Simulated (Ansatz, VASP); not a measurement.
## One calculation of ZnO, two programs

Contents of INCAR:

```
PREC = Accurate
ENCUT = 910
EDIFF = 1E-6
ISMEAR = -1
SIGMA = 0.02
LREAL = False
LASPH = True
NELM = 120
ALGO = Normal
ISIF = 2
LWAVE = False
LCHARG = False
GGA = PE
NBANDS = 16
GGA_COMPAT = False
```

Contents of KPOINTS:

```
regular mesh
0
Gamma
  10 10 10
```

Contents of POSCAR:

```
ZnO
1.0
    0.0000000000      2.1158467879      2.1562557145
    2.1158467879      0.0000000000      2.1562557145
    2.1158467879      2.1158467879      0.0000000000
Zn O
1 1
Direct
    0.0000000000      0.0000000000      0.0000000000
    0.5000000000      0.5000000000      0.5000000000
```

Input for Ansatz:

```yaml
crystal:
  lattice:
    - [0.0, 2.1158467879, 2.1562557145]
    - [2.1158467879, 0.0, 2.1562557145]
    - [2.1158467879, 2.1158467879, 0.0]
  atoms:
    - { symbol: Zn, position: [0.0, 0.0, 0.0] }
    - { symbol: O, position: [0.5, 0.5, 0.5] }
kpoints:
  mp_grid: { grid: [10, 10, 10] }
  band_path:
    path:
      - [0.0, 0.0, 0.0]
      - [0.5, 0.0, 0.5]
      - [0.625, 0.25, 0.625]
      - [0.375, 0.375, 0.75]
      - [0.5, 0.5, 0.5]
      - [0.5, 0.25, 0.75]
    npoints: 1
hamiltonian:
  xc: pbe
scf:
  occupations: { method: fermi_dirac, width: 0.02 }
  n_extra_bands: 4
output:
  forces: true
  stress: true
  eigenvalues: true
```

Change from the starting cell: epitaxial_xy strain -0.8%.

Alike in both runs: task single point; functional PBE; k mesh 10 × 10 × 10; occupations fermi-dirac, width 0.02 eV; no spin polarisation.

|  | VASP | Ansatz |
| --- | --- | --- |
| version | VASP 6.6.1 | Ansatz 0.2.0 |
| potentials or method | VASP PAW PBE potentials, release 64 (Zn, O_h) | plane waves, PAW |
| plane-wave cutoff (eV) | 910 | 420 |
| valence electrons in the cell | 18 | 18 |

Ansatz gave:

| Property | Result |
| --- | --- |
| gap on the k mesh at the Fermi level (eV) | 0.92 |

Which values does VASP return?

gap on the k mesh at the Fermi level (eV): 0.89.

Noted on VASP's run: the cutoff is short for stress, so the pressure is rough.
